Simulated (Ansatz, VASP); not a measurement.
**GaSb: VASP beside Ansatz**

```
Ga Sb
1.0
     0.00000    3.20839    3.20839
     3.20839    0.00000    3.20839
     3.20839    3.20839    0.00000
Ga Sb
1 1
Direct
  0.00000 0.00000 0.00000
  0.75000 0.75000 0.75000
```

Change from the starting cell: strain +0.050 along x and y, +0.050 along z, atoms carried along.

Alike in both runs: task single point; functional PBEsol; k mesh 18 × 18 × 18; occupations gaussian, width 0.15 eV; no spin polarisation.

|  | VASP | Ansatz |
| --- | --- | --- |
| version | VASP 6.6.1 | Ansatz 0.2.0 |
| potentials or method | VASP PAW PBE potentials, release 64 (Ga_d, Sb), cutoff 520 eV | scalar-relativistic, plane waves, PAW |
| valence electrons in the cell | 18 | 28 |

Ansatz gave:

```
gap on the k mesh at the Fermi level (eV) : none
pressure (GPa)                            : -5.3
```

Q: Estimate VASP's values.

A: gap on the k mesh at the Fermi level (eV): none; pressure (GPa): -5.2.

VASP's potentials were made for PBE, not for PBEsol. A gap of «none» marks a metal or a gap that the smearing closes. VASP's potentials hold 18 valence electrons a cell and Ansatz's 28, so a difference there can come from the potentials and not from the codes.

Spin-orbit coupling is off throughout.
